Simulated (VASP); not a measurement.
# PbS in VASP: single point with PBE+D3(BJ)

Aim: the single point of PbS with PBE+D3(BJ).

Program: VASP 6.6.1. These are calculated values, not measurements. Logs are shortened: lines on timing, memory, paths and dates and some standing lists are left out, and cuts for length are marked.

## Step 1: The cell of the first run

The cell holds a slab with vacuum, 4 atoms: a = 4.250 Å, b = 4.250 Å, c = 11.298 Å, α = 90.00°, β = 90.00°, γ = 89.97°.

## Step 2: Single point, PBE+D3(BJ)

INCAR reads:

```
PREC     = Accurate       # precision mode
ENCUT    = 500            # plane-wave cutoff, eV
EDIFF    = 1E-6           # SCF threshold, eV
ISMEAR   = 0              # smearing method
SIGMA    = 0.05           # smearing width, eV
LREAL    = False          # projectors in reciprocal space
LASPH    = True           # aspherical terms in the spheres
NELM     = 120            # most SCF steps
ALGO     = Normal         # electronic algorithm
ISIF     = 2              # what is computed and relaxed
LWAVE    = False          # write WAVECAR
LCHARG   = False          # write CHGCAR
GGA      = PE             # functional
IVDW     = 12             # dispersion correction
NBANDS   = 28             # bands
GGA_COMPAT= False
```

KPOINTS reads:

```
regular mesh
0
Gamma
  6 6 3
```

POSCAR reads:

```
PbS
1.0
    0.0000000000     -3.0043750300     -3.0061807900
    0.0000000000      3.0043750300     -3.0061807900
   11.2982770800      0.0000000000      0.0000000000
Pb S
2 2
Direct
    0.7433619700      0.2433619700      0.6245814000
    0.2433619700      0.7433619700      0.3754186000
    0.2356380300      0.7356380300      0.6136752500
    0.7356380300      0.2356380300      0.3863247500
```

Potentials or basis: VASP PAW PBE potentials, release 64 (Pb_d, S).

Launch:

```console
cat potpaw_PBE.64/Pb_d/POTCAR potpaw_PBE.64/S/POTCAR > POTCAR
mpirun -np 1 vasp_std > vasp.out
```

OUTCAR:

```text
PREC = Accurate
   ENCUT = 500
   EDIFF = 1E-6
   ISMEAR = 0
   LREAL = False
   LASPH = True
   NELM = 120
   ISIF = 2
   GGA = PE
   IVDW = 12
 IVDW          = 12

 ion  position               nearest neighbor table
   1  0.743  0.243  0.625-   4 2.69   3 2.96   3 3.01   3 3.01   3 3.06   2 4.12   2 4.12   2 4.12
                             2 4.12
   2  0.243  0.743  0.375-   3 2.69   4 2.96   4 3.01   4 3.01   4 3.06   1 4.12   1 4.12   1 4.12
                             1 4.12
   3  0.236  0.736  0.614-   2 2.69   1 2.96   1 3.01   1 3.01   1 3.06
   4  0.736  0.236  0.386-   1 2.69   2 2.96   2 3.01   2 3.01   2 3.06

  LATTYP: Found a base centered orthorhombic cell.
 ALAT       =     6.0087500600
 B/A-ratio  =     1.0006010435
 C/A-ratio  =     1.8803040511

  Lattice vectors:

 A1 = (   0.0000000000,  -3.0043750300,   3.0061807900)
 A2 = (   0.0000000000,  -3.0043750300,  -3.0061807900)
 A3 = (  11.2982770800,   0.0000000000,   0.0000000000)

Analysis of symmetry for initial positions (statically):
=====================================================================
 Subroutine PRICEL returns:
 Original cell was already a primitive cell.

 Routine SETGRP: Setting up the symmetry group for a
 base centered orthorhombic supercell.

 Subroutine GETGRP returns: Found  4 space group operations
 (whereof  2 operations were pure point group operations)
 out of a pool of  8 trial point group operations.

The static configuration has the point symmetry C_2 .
 The point group associated with its full space group is C_2v.

Analysis of symmetry for dynamics (positions and initial velocities):
=====================================================================
 Subroutine PRICEL returns:
 Original cell was already a primitive cell.

 Routine SETGRP: Setting up the symmetry group for a
 base centered orthorhombic supercell.

 Subroutine GETGRP returns: Found  4 space group operations
 (whereof  2 operations were pure point group operations)
 out of a pool of  8 trial point group operations.

The dynamic configuration has the point symmetry C_2 .
 The point group associated with its full space group is C_2v.

 Subroutine INISYM returns: Found  4 space group operations
 (whereof  2 operations are pure point group operations),
 and found     1 'primitive' translations

----------------------------------------------------------------------------------------

                                     Primitive cell

  volume of cell :     204.0852

  direct lattice vectors                    reciprocal lattice vectors
     0.000000000 -3.004375030 -3.006180790     0.000000000 -0.166423963 -0.166323995
     0.000000000  3.004375030 -3.006180790     0.000000000  0.166423963 -0.166323995
    11.298277080  0.000000000  0.000000000     0.088509070  0.000000000  0.000000000

  length of vectors
     4.250104971  4.250104971 11.298277080     0.235288349  0.235288349  0.088509070

  position of ions in fractional coordinates (direct lattice)
     0.743361970  0.243361970  0.624581400
     0.243361970  0.743361970  0.375418600
     0.235638030  0.735638030  0.613675250
     0.735638030  0.235638030  0.386324750

  ion indices of the primitive-cell ions
   primitive index   ion index
                 1           1
                 2           2
                 3           3
                 4           4

----------------------------------------------------------------------------------------

 KPOINTS: regular mesh

Automatic generation of k-mesh.
 Grid dimensions read from file:
 generate k-points for:    6    6    3

 Generating k-lattice:

  Cartesian coordinates                     Fractional coordinates (reciprocal lattice)
     0.000000000 -0.027737327 -0.027720666     0.166666667 -0.000000000  0.000000000
     0.000000000  0.027737327 -0.027720666    -0.000000000  0.166666667  0.000000000
     0.029503023  0.000000000  0.000000000     0.000000000  0.000000000  0.333333333

  Length of vectors
     0.039214725  0.039214725  0.029503023

  Shift w.r.t. Gamma in fractional coordinates (k-lattice)
     0.000000000  0.000000000  0.000000000

 Subroutine IBZKPT returns following result:
 ===========================================

 Found     26 irreducible k-points:

 Following reciprocal coordinates:
            Coordinates               Weight
  0.000000  0.000000  0.000000      1.000000
  0.166667 -0.000000  0.000000      4.000000
  0.333333 -0.000000  0.000000      4.000000
  0.500000  0.000000  0.000000      2.000000
  0.166667  0.166667  0.000000      2.000000
  0.333333  0.166667  0.000000      4.000000
[... 16 lines left out ...]
  0.333333  0.333333  0.333333      4.000000
  0.500000  0.333333  0.333333      8.000000
 [... further k-points ...]
   k-points           NKPTS =     26   k-points in BZ     NKDIM =     26   number of bands    NBANDS=     28
   number of dos      NEDOS =    301   number of ions     NIONS =      4
   total plane-waves  NPLWV =  86016
   dimension x,y,z NGX =    32 NGY =   32 NGZ =   84
   dimension x,y,z NGXF=    64 NGYF=   64 NGZF=  168
   ions per type =               2   2
   NGX,Y,Z   is equivalent  to a cutoff of  12.52, 12.52, 12.36 a.u.
   NGXF,Y,Z  is equivalent  to a cutoff of  25.03, 25.03, 24.72 a.u.
 SYSTEM =  unknown system
   PREC   = accura    normal or accurate (medium, high low for compatibility)
   ISTART =      0    job   : 0-new  1-cont  2-samecut
   ICHARG =      2    charge: 1-file 2-atom 10-const
   ISPIN  =      1    spin polarized calculation?
   LNONCOLLINEAR =      F non collinear calculations
   LSORBIT =      F    spin-orbit coupling
   LASPH  =      T    aspherical Exc in radial PAW
   ENCUT  =  500.0 eV  36.75 Ry    6.06 a.u.   7.75  7.75 20.60*2*pi/ulx,y,z
   NELM   =    120;   NELMIN=  2; NELMDL= -5     # of ELM steps
   EDIFF  = 0.1E-05   stopping-criterion for ELM
   LREAL  =      F    real-space projection
   EDIFFG = 0.1E-04   stopping-criterion for IOM
   NSW    =      0    number of steps for IOM
   IBRION =     -1    ionic relax: 0-MD 1-quasi-New 2-CG
   NFREE  =      0    steps in history (QN), initial steepest desc. (CG)
   ISIF   =      2    stress and relaxation
   ISYM   =      2    0-nonsym 1-usesym 2-fastsym
   POTIM  = 0.5000    time-step for ionic-motion
   TEBEG  =    0.0;   TEEND  =   0.0 temperature during run
   PSTRESS=    0.0 pullay stress
   NELECT =      40.0000    total number of electrons
   NUPDOWN=      -1.0000    fix difference up-down
   EMIN   =  10.00;   EMAX   =-10.00  energy-range for DOS
   EFERMI =   0.00;   METHOD = LEGACY
   ISMEAR =     0;   SIGMA  =   0.05  broadening in eV -4-tet -1-fermi 0-gaus
   EFERMI_NEDOS =   21; number of points for ismear=-14 and -15
   IALGO  =     38    algorithm
   IMIX   =      4    mixing-type and parameters
     AMIX     =   0.40;   BMIX     =  1.00
     AMIX_MAG =   1.60;   BMIX_MAG =  1.00
  volume/ion in A,a.u.               =      51.02       344.31
  Fermi-wavevector in a.u.,A,eV,Ry     =   0.950950  1.797035 12.303828  0.904306
  Thomas-Fermi vector in A             =   2.079375
   LORBIT       =      0    0 simple, 1 ext, 2 COOP (PROOUT), +10 PAW based schemes
   GGA     = PE    functional components
   LHFCALC =     F    Hartree Fock is set to
   AEXX    =    0.0000 exact exchange contribution
   IVDW    =    12    specifies the selected vdW correction
   LEPSILON=     F    determine dielectric tensor
   LRPA    =     F    only Hartree local field effects (RPA)
 non-spin polarized calculation
 Gauss-broadening in eV      SIGMA  =   0.05
  energy-cutoff  :      500.00
  volume of cell :      204.09
 maximum number of plane-waves:      5204
   NGX = 15   NGY = 15   NGZ = 41

 number of electron      39.9999997 magnetization

 Free energy of the ion-electron system (eV)
  ---------------------------------------------------
  ext. energy  EPLUGINS =         0.00000000
  ---------------------------------------------------
  free energy    TOTEN  =       -17.30633195 eV

  energy without entropy =      -17.30633195  energy(sigma->0) =      -17.30633195

 E-fermi :   0.4312     XC(G=0):  -5.8616

 val. band max:        0.1882436683   @ k =   0.3333  -0.0000   0.3333
 cond. band min:       2.2623598692   @ k =   0.5000   0.0000   0.3333
 fundamental gap:      2.0741162009
 Fermi energy:         0.4312001636

 k-point     1 :       0.0000    0.0000    0.0000
  band No.  band energies     occupation
      1     -15.9326      2.00000
      2     -15.8409      2.00000
      3     -15.8237      2.00000
      4     -15.8152      2.00000
      5     -15.8025      2.00000
      6     -15.7994      2.00000
[... 20 lines left out ...]
     27       6.5352      0.00000
     28       6.5685      0.00000

 k-point     2 :       0.1667   -0.0000    0.0000
  band No.  band energies     occupation
      1     -15.9181      2.00000
      2     -15.8329      2.00000
      3     -15.8215      2.00000
      4     -15.8124      2.00000
      5     -15.8094      2.00000
      6     -15.8046      2.00000
[... 20 lines left out ...]
     27       5.8937      0.00000
     28       6.6574      0.00000

 k-point     3 :       0.3333   -0.0000    0.0000
  band No.  band energies     occupation
      1     -15.8856      2.00000
      2     -15.8316      2.00000
      3     -15.8214      2.00000
      4     -15.8184      2.00000
      5     -15.8161      2.00000
      6     -15.8026      2.00000
[... 20 lines left out ...]
     27       5.5374      0.00000
     28       7.0492      0.00000

 k-point     4 :       0.5000    0.0000    0.0000
  band No.  band energies     occupation
      1     -15.8537      2.00000
      2     -15.8537      2.00000
      3     -15.8258      2.00000
      4     -15.8258      2.00000
      5     -15.8063      2.00000
      6     -15.8063      2.00000
[... 20 lines left out ...]
     27       6.1753      0.00000
     28       6.1753      0.00000

 k-point     5 :       0.1667    0.1667    0.0000
  band No.  band energies     occupation
      1     -15.9088      2.00000
      2     -15.8259      2.00000
      3     -15.8254      2.00000
      4     -15.8110      2.00000
      5     -15.8104      2.00000
      6     -15.8059      2.00000
[... 20 lines left out ...]
     27       5.6634      0.00000
     28       7.4959      0.00000

 k-point     6 :       0.3333    0.1667    0.0000
  band No.  band energies     occupation
      1     -15.8902      2.00000
      2     -15.8496      2.00000
      3     -15.8160      2.00000
      4     -15.8151      2.00000
      5     -15.8127      2.00000
      6     -15.7993      2.00000
[... 463 lines left out ...]
      5     -15.8127      2.00000
      6     -15.7994      2.00000
[... 20 lines left out ...]
     27       5.9461      0.00000
     28       6.9094      0.00000

 k-point    22 :      -0.1667    0.1667    0.3333
  band No.  band energies     occupation
      1     -15.9088      2.00000
      2     -15.8257      2.00000
      3     -15.8253      2.00000
      4     -15.8111      2.00000
      5     -15.8104      2.00000
      6     -15.8062      2.00000
[... 20 lines left out ...]
     27       5.6571      0.00000
     28       6.9197      0.00000

 k-point    23 :       0.3333    0.3333    0.3333
  band No.  band energies     occupation
      1     -15.9044      2.00000
      2     -15.8853      2.00000
      3     -15.8146      2.00000
      4     -15.8129      2.00000
      5     -15.8046      2.00000
      6     -15.7887      2.00000
[... 20 lines left out ...]
     27       6.4166      0.00000
     28       6.4741      0.00000

 k-point    24 :       0.5000    0.3333    0.3333
  band No.  band energies     occupation
      1     -15.9078      2.00000
      2     -15.9078      2.00000
      3     -15.8160      2.00000
      4     -15.8158      2.00000
      5     -15.7967      2.00000
      6     -15.7965      2.00000
[... 20 lines left out ...]
     27       6.4249      0.00000
     28       6.4367      0.00000

 [... further k-points ...]

------------------------ aborting loop because EDIFF is reached ----------------------------------------

 Edisp (eV)   -0.91272

 E8    (eV) :    -0.4261

  FORCE on cell =-STRESS in cart. coord.  units (eV):
  Direction    XX          YY          ZZ          XY          YZ          ZX
  --------------------------------------------------------------------------------------
  -------------------------------------------------------------------------------------
  Total      -0.46434    -0.88797    -0.88551     0.00000     0.00000     0.00000
  in kB      -3.64530    -6.97101    -6.95174     0.00000     0.00000     0.00000
  external pressure =       -5.86 kB  Pullay stress =        0.00 kB

 VOLUME and BASIS-vectors are now :
 -----------------------------------------------------------------------------
  energy-cutoff  :      500.00
  volume of cell :      204.09
      direct lattice vectors                 reciprocal lattice vectors
     0.000000000 -3.004375030 -3.006180790     0.000000000 -0.166423963 -0.166323995
     0.000000000  3.004375030 -3.006180790     0.000000000  0.166423963 -0.166323995
    11.298277080  0.000000000  0.000000000     0.088509070  0.000000000  0.000000000

 POSITION                                       TOTAL-FORCE (eV/Angst)
 -----------------------------------------------------------------------------------
      7.05669     -1.50219     -2.96627        -0.050186      0.000000      0.005094
      4.24158      1.50219     -2.96627         0.050186      0.000000      0.005094
      6.93347      1.50219     -2.91983        -0.062988      0.000000     -0.005094
      4.36480     -1.50219     -2.91983         0.062988      0.000000     -0.005094
 -----------------------------------------------------------------------------------
    total drift:                               -0.000004     -0.000000     -0.000663

  FREE ENERGIE OF THE ION-ELECTRON SYSTEM (eV)
  ---------------------------------------------------
  free  energy   TOTEN  =       -18.2190510584 eV

  energy  without entropy=      -18.2190510584  energy(sigma->0) =      -18.21905106
```

It used 460 s of CPU time on 1 thread of AMD EPYC 7R13 Processor (Zen 3), with other jobs on the host.

Results:

```yaml
Free_energy: -18.2191 eV
Largest_force: 0.063 eV/Å
Band_gap_on_the_k_mesh: 2.07 eV, indirect (the least direct gap lies 3.2 meV higher)
Dispersion_energy_per_atom: -0.228 eV
```

Forces in eV/Å, atoms in the order of the input:
```
Pb  -0.050  0.000  0.005
Pb   0.050  0.000  0.005
S   -0.063  0.000 -0.005
S    0.063  0.000 -0.005
```

Caveat: spin-orbit coupling is left out, which moves the levels of the heavy elements.
